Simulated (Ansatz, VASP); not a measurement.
## SiGe2S: VASP beside Ansatz

Contents of INCAR:

```
SYSTEM = SiGe2S
  ALGO = Normal
  EDIFF = 1E-6
  ENCUT = 520
  GGA = PE
  ISIF = 2
  ISMEAR = 0
  LASPH = .TRUE.
  LCHARG = .FALSE.
  LREAL = .FALSE.
  LWAVE = .FALSE.
  NBANDS = 27
  NELM = 80
  PREC = Accurate
  SIGMA = 0.1
```

KPOINTS

```
k-points
0
G
  6 6 4
  0 0 0
```

Contents of POSCAR:

```
SiGe2S
1.0
    3.8135614200      0.0000000000      0.0000000000
   -1.9067807100      3.3026410700      0.0000000000
    0.0000000000      0.0000000000      5.8738094000
Si Ge S
1 2 1
Direct
    0.0000000000      0.0000000000      0.0000000000
    0.6666666700      0.3333333300      0.7339000100
    0.6666666700      0.3333333300      0.2660999900
    0.3333333300      0.6666666700      0.5000000000
```

Input for Ansatz:

```yaml
crystal:
  lattice:
    - [3.81356142, 0.0, 0.0]
    - [-1.90678071, 3.30264107, 0.0]
    - [0.0, 0.0, 5.8738094]
  atoms:
    - { symbol: Si, position: [0.0, 0.0, 0.0] }
    - { symbol: Ge, position: [0.66666667, 0.33333333, 0.73390001] }
    - { symbol: Ge, position: [0.66666667, 0.33333333, 0.26609999] }
    - { symbol: S, position: [0.33333333, 0.66666667, 0.5] }
basis:
  ecutwfc: 420
kpoints:
  mp_grid: { grid: [6, 6, 4] }
hamiltonian:
  xc: pbe
scf:
  occupations: { method: gaussian, width: 0.1 }
  lower_state_search: "off"
output:
  forces: true
  stress: true
  eigenvalues: true
```

Change from the starting cell: species swapped into the Cr2SbAs type (P-6m2, No. 187).

Alike in both runs: task single point; functional PBE; k mesh 6 × 6 × 4; occupations gaussian, width 0.1 eV; no spin polarisation.

|  | VASP | Ansatz |
| --- | --- | --- |
| version | VASP 6.6.1 | Ansatz 0.2.0 |
| potentials or method | VASP PAW PBE potentials, release 64 (Si, Ge_d, S), cutoff 520 eV | scalar-relativistic, plane waves, PAW |
| valence electrons in the cell | 38 | 38 |

|  | VASP | Ansatz | Ansatz less VASP |
| --- | --- | --- | --- |
| gap on the k mesh at the Fermi level (eV) | none | none | - |
| pressure (GPa) | 3.8 | 3.9 | +0.03 |
| traceless stress, the component that is largest in VASP (GPa) | 2.99 | 2.99 | 0.000 |
| rms of the force components (eV/Å) | 0.698 | 0.696 | -0.0022 |

Atom by atom the forces differ by 0.002 eV/Å (rms over components). A gap of «none» marks a metal or a gap that the smearing closes.
